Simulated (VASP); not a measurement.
# Pd (Im-3m) in VASP: further runs

Runs on Pd. Level: PBEsol. Tasks: single point, relaxation of cell and atoms.

Everything below comes from runs of VASP 6.6.1. Logs are shortened: lines on timing, memory, paths and dates and some standing lists are left out, and cuts for length are marked.

## 1. The cell of the first run

Symmetry: Im-3m, No. 229, cubic system. The conventional cell has a = 3.127 Å, b = 3.127 Å, c = 3.127 Å, α = 90.00°, β = 90.00°, γ = 90.00°. Pd (site symmetry m-3m) has 14 Pd at 2.71 to 3.13 Å within 3.6 Å.

## 2. Single point, PBEsol (volume scaled by 1.04)

Input file INCAR:

```
SYSTEM = Pd
PREC = Accurate ; ENCUT = 520
EDIFF = 1E-7 ; ISMEAR = -1
SIGMA = 0.1 ; LREAL = .FALSE.
LASPH = .TRUE. ; NELM = 100
ALGO = Normal ; ISIF = 2
LWAVE = .FALSE. ; LCHARG = .TRUE.
GGA = PS ; LELF = .TRUE.
LVHAR = .TRUE. ; NBANDS = 11
```

Input file KPOINTS:

```
Automatic mesh
0
G
  16 16 16
  0 0 0
```

Input file POSCAR:

```
Pd
1.0
   -1.5633164927      1.5633164927      1.5633164927
    1.5633164927     -1.5633164927      1.5633164927
    1.5633164927      1.5633164927     -1.5633164927
Pd
1
Direct
    0.0000000000      0.0000000000      0.0000000000
```

Potentials or basis: VASP PAW PBE potentials, release 64 (Pd).

Run with:

```
cat potpaw_PBE.64/Pd/POTCAR > POTCAR
mpirun -np 1 vasp_std > vasp.out
```

OUTCAR:

```text
SYSTEM = Pd
   PREC = Accurate
   ENCUT = 520
   EDIFF = 1E-7
   ISMEAR = -1
   LREAL = .FALSE.
   LASPH = .TRUE.
   NELM = 100
   ISIF = 2
   GGA = PS

 ion  position               nearest neighbor table
   1  0.000  0.000  0.000-

  LATTYP: Found a body centered cubic cell.
 ALAT       =     3.1266329854

  Lattice vectors:

 A1 = (  -1.5633164927,   1.5633164927,   1.5633164927)
 A2 = (   1.5633164927,  -1.5633164927,   1.5633164927)
 A3 = (   1.5633164927,   1.5633164927,  -1.5633164927)

Analysis of symmetry for initial positions (statically):
=====================================================================
 Subroutine PRICEL returns:
 Original cell was already a primitive cell.

 Routine SETGRP: Setting up the symmetry group for a
 body centered cubic supercell.

 Subroutine GETGRP returns: Found 48 space group operations
 (whereof 48 operations were pure point group operations)
 out of a pool of 48 trial point group operations.

The static configuration has the point symmetry O_h .

Analysis of symmetry for dynamics (positions and initial velocities):
=====================================================================
 Subroutine PRICEL returns:
 Original cell was already a primitive cell.

 Routine SETGRP: Setting up the symmetry group for a
 body centered cubic supercell.

 Subroutine GETGRP returns: Found 48 space group operations
 (whereof 48 operations were pure point group operations)
 out of a pool of 48 trial point group operations.

The dynamic configuration has the point symmetry O_h .

 Subroutine INISYM returns: Found 48 space group operations
 (whereof 48 operations are pure point group operations),
 and found     1 'primitive' translations

----------------------------------------------------------------------------------------

                                     Primitive cell

  volume of cell :      15.2827

  direct lattice vectors                    reciprocal lattice vectors
    -1.563316493  1.563316493  1.563316493     0.000000000  0.319832870  0.319832870
     1.563316493 -1.563316493  1.563316493     0.319832870  0.000000000  0.319832870
     1.563316493  1.563316493 -1.563316493     0.319832870  0.319832870  0.000000000

  length of vectors
     2.707743594  2.707743594  2.707743594     0.452311982  0.452311982  0.452311982

  position of ions in fractional coordinates (direct lattice)
     0.000000000  0.000000000  0.000000000

  ion indices of the primitive-cell ions
   primitive index   ion index
                 1           1

----------------------------------------------------------------------------------------

 KPOINTS: Automatic mesh

Automatic generation of k-mesh.
 Grid dimensions read from file:
 generate k-points for:   16   16   16

 Generating k-lattice:

  Cartesian coordinates                     Fractional coordinates (reciprocal lattice)
     0.000000000  0.019989554  0.019989554     0.062500000  0.000000000  0.000000000
     0.019989554  0.000000000  0.019989554     0.000000000  0.062500000  0.000000000
     0.019989554  0.019989554  0.000000000     0.000000000  0.000000000  0.062500000

  Length of vectors
     0.028269499  0.028269499  0.028269499

  Shift w.r.t. Gamma in fractional coordinates (k-lattice)
     0.000000000  0.000000000  0.000000000

 Subroutine IBZKPT returns following result:
 ===========================================

 Found    145 irreducible k-points:

 Following reciprocal coordinates:
            Coordinates               Weight
  0.000000  0.000000  0.000000      1.000000
  0.062500  0.000000  0.000000     12.000000
  0.125000  0.000000  0.000000     12.000000
  0.187500  0.000000  0.000000     12.000000
  0.250000  0.000000  0.000000     12.000000
  0.312500  0.000000  0.000000     12.000000
[... 16 lines left out ...]
  0.187500  0.187500  0.000000     24.000000
  0.250000  0.187500 -0.000000     48.000000
 [... further k-points ...]
   k-points           NKPTS =    145   k-points in BZ     NKDIM =    145   number of bands    NBANDS=     11
   number of dos      NEDOS =    301   number of ions     NIONS =      1
   total plane-waves  NPLWV =   8000
   dimension x,y,z NGX =    20 NGY =   20 NGZ =   20
   dimension x,y,z NGXF=    40 NGYF=   40 NGZF=   40
   ions per type =               1
   NGX,Y,Z   is equivalent  to a cutoff of  12.28, 12.28, 12.28 a.u.
   NGXF,Y,Z  is equivalent  to a cutoff of  24.56, 24.56, 24.56 a.u.
 SYSTEM =  Pd
   PREC   = accura    normal or accurate (medium, high low for compatibility)
   ISTART =      0    job   : 0-new  1-cont  2-samecut
   ICHARG =      2    charge: 1-file 2-atom 10-const
   ISPIN  =      1    spin polarized calculation?
   LNONCOLLINEAR =      F non collinear calculations
   LSORBIT =      F    spin-orbit coupling
   LASPH  =      T    aspherical Exc in radial PAW
   ENCUT  =  520.0 eV  38.22 Ry    6.18 a.u.   5.03  5.03  5.03*2*pi/ulx,y,z
   NELM   =    100;   NELMIN=  2; NELMDL= -5     # of ELM steps
   EDIFF  = 0.1E-06   stopping-criterion for ELM
   LREAL  =      F    real-space projection
   EDIFFG = 0.1E-05   stopping-criterion for IOM
   NSW    =      0    number of steps for IOM
   IBRION =     -1    ionic relax: 0-MD 1-quasi-New 2-CG
   NFREE  =      0    steps in history (QN), initial steepest desc. (CG)
   ISIF   =      2    stress and relaxation
   ISYM   =      2    0-nonsym 1-usesym 2-fastsym
   POTIM  = 0.5000    time-step for ionic-motion
   TEBEG  =    0.0;   TEEND  =   0.0 temperature during run
   PSTRESS=    0.0 pullay stress
   NELECT =      10.0000    total number of electrons
   NUPDOWN=      -1.0000    fix difference up-down
   EMIN   =  10.00;   EMAX   =-10.00  energy-range for DOS
   EFERMI =   0.00;   METHOD = LEGACY
   ISMEAR =    -1;   SIGMA  =   0.10  broadening in eV -4-tet -1-fermi 0-gaus
   EFERMI_NEDOS =   21; number of points for ismear=-14 and -15
   IALGO  =     38    algorithm
   IMIX   =      4    mixing-type and parameters
     AMIX     =   0.40;   BMIX     =  1.00
     AMIX_MAG =   1.60;   BMIX_MAG =  1.00
  volume/ion in A,a.u.               =      15.28       103.13
  Fermi-wavevector in a.u.,A,eV,Ry     =   1.421263  2.685798 27.483630  2.019990
  Thomas-Fermi vector in A             =   2.542092
   LORBIT       =      0    0 simple, 1 ext, 2 COOP (PROOUT), +10 PAW based schemes
   GGA     = PS    functional components
   LHFCALC =     F    Hartree Fock is set to
   AEXX    =    0.0000 exact exchange contribution
   IVDW    =     0    specifies the selected vdW correction
   LEPSILON=     F    determine dielectric tensor
   LRPA    =     F    only Hartree local field effects (RPA)
 non-spin polarized calculation
  energy-cutoff  :      520.00
  volume of cell :       15.28
 maximum number of plane-waves:       427
   NGX =  9   NGY =  9   NGZ =  9

 number of electron      10.0000006 magnetization

 Free energy of the ion-electron system (eV)
  ---------------------------------------------------
  ext. energy  EPLUGINS =         0.00000000
  ---------------------------------------------------
  free energy    TOTEN  =        -5.91140579 eV

  energy without entropy =       -5.86769267  energy(sigma->0) =       -5.88954923

 E-fermi :   9.0464     XC(G=0): -13.1553

 val. band max:        9.0428589298   @ k =  -0.3750   0.4375   0.1250
 cond. band min:       9.0678836446   @ k =   0.5000   0.5000   0.4375
 fundamental gap:      0.0250247148
 Fermi energy:         9.0463910537

 k-point     1 :       0.0000    0.0000    0.0000
  band No.  band energies     occupation
      1       2.0735      2.00000
      2       6.2193      2.00000
      3       6.2193      2.00000
      4       6.2193      2.00000
      5       8.1368      1.99978
      6       8.1368      1.99978
      7      28.2762      0.00000
      8      28.2762      0.00000
      9      28.2762      0.00000
     10      35.5453      0.00000
     11      36.4786      0.00000

 k-point     2 :       0.0625    0.0000    0.0000
  band No.  band energies     occupation
      1       2.2193      2.00000
      2       6.1706      2.00000
      3       6.2212      2.00000
      4       6.3215      2.00000
      5       8.0794      1.99987
      6       8.1404      1.99977
      7      28.1751      0.00000
      8      28.2957      0.00000
      9      28.4480      0.00000
     10      35.0321      0.00000
     11      35.3993      0.00000

 k-point     3 :       0.1250    0.0000    0.0000
  band No.  band energies     occupation
      1       2.6370      2.00000
      2       6.0344      2.00000
      3       6.2236      2.00000
      4       6.6207      2.00000
      5       7.9486      1.99997
      6       8.1525      1.99974
      7      27.6529      0.00000
      8      28.1954      0.00000
      9      28.9397      0.00000
     10      33.7265      0.00000
     11      34.1705      0.00000

 k-point     4 :       0.1875    0.0000    0.0000
  band No.  band energies     occupation
      1       3.2477      2.00000
      2       5.8372      2.00000
      3       6.2512      2.00000
      4       7.0932      2.00000
      5       7.8395      1.99999
      6       8.1765      1.99967
      7      26.2898      0.00000
      8      27.6330      0.00000
      9      29.6827      0.00000
     10      33.2560      0.00000
     11      33.3240      0.00000
[... 239 lines left out ...]
 k-point    22 :       0.4375    0.1250    0.0000
  band No.  band energies     occupation
      1       4.2563      2.00000
      2       5.1747      2.00000
      3       7.6683      2.00000
      4       8.0194      1.99993
      5       8.8747      1.69547
      6      12.1906      0.00000
      7      16.6323      0.00000
      8      23.0858      0.00000
      9      25.5908      0.00000
     10      32.7615      0.00000
     11      34.9064      0.00000

 k-point    23 :       0.1875    0.1875    0.0000
  band No.  band energies     occupation
      1       4.6007      2.00000
      2       5.6531      2.00000
      3       5.9573      2.00000
      4       7.7059      2.00000
      5       8.3717      1.99765
      6       9.3366      0.10409
      7      23.1572      0.00000
      8      23.5631      0.00000
      9      27.7612      0.00000
     10      30.6885      0.00000
     11      34.8053      0.00000

 k-point    24 :       0.2500    0.1875   -0.0000
  band No.  band energies     occupation
      1       4.7026      2.00000
      2       5.4838      2.00000
      3       6.3565      2.00000
      4       7.8031      1.99999
      5       8.4577      1.99446
      6      10.5353      0.00000
      7      20.9140      0.00000
      8      22.5601      0.00000
      9      26.8435      0.00000
     10      31.2496      0.00000
     11      34.9895      0.00000

 [... further k-points ...]
[... 5 lines left out ...]
  --------------------------------------------------------------------------------------
  -------------------------------------------------------------------------------------
  Total       -0.6947479     -0.6947479     -0.6947479      0.0000000     -0.0000000      0.0000000
  in kB      -72.8344941    -72.8344941    -72.8344941      0.0000000     -0.0000000      0.0000000
  external PRESSURE =     -72.8344941 kB  Pullay stress =       0.0000000 kB

 VOLUME and BASIS-vectors are now :
 -----------------------------------------------------------------------------
  energy-cutoff  :      520.00
  volume of cell :       15.28
      direct lattice vectors                 reciprocal lattice vectors
    -1.563316493  1.563316493  1.563316493     0.000000000  0.319832870  0.319832870
     1.563316493 -1.563316493  1.563316493     0.319832870  0.000000000  0.319832870
     1.563316493  1.563316493 -1.563316493     0.319832870  0.319832870  0.000000000

 POSITION                                       TOTAL-FORCE (eV/Angst)
 -----------------------------------------------------------------------------------
      0.00000      0.00000      0.00000         0.000000      0.000000     -0.000000
 -----------------------------------------------------------------------------------
    total drift:                                0.000000     -0.000000      0.000000

  FREE ENERGIE OF THE ION-ELECTRON SYSTEM (eV)
  ---------------------------------------------------
  free  energy   TOTEN  =        -5.9114057854 eV

  energy  without entropy=       -5.8676926701  energy(sigma->0) =       -5.88954923
```

Wall time 16 s (1 thread of Intel Xeon Platinum 8259CL at 2.50GHz (Skylake/Cascade Lake), shared host); peak memory 0.14 GiB.

What came out:

| Item | Value |
| --- | --- |
| Free energy | -5.9114 eV |
| Pressure | -7.3 GPa |
| Band gap on the k mesh | zero (band 5 reaches 9.61 eV, above the bottom of band 6 at 8.04 eV) |

Levels at points of the mesh, in eV from the Fermi level:
```csv
k point,band 1,band 2,band 3,band 4,band 5,band 6,band 7,band 8,band 9,band 10
"(0.00, 0.00, 0.00)",-6.97,-2.83,-2.83,-2.83,-0.91,-0.91,19.23,19.23,19.23,26.50
"(0.50, 0.00, 0.00)",-5.09,-3.97,-0.99,-0.68,0.57,1.36,7.60,14.98,17.42,23.83
"(0.50, 0.50, 0.50)",-4.99,-4.99,0.20,0.20,0.20,9.01,9.01,9.01,17.08,17.24
```

Caveat: the PAW data sets were made with another functional, which shifts forces and pressure a little.

[end of part 1 of 2]
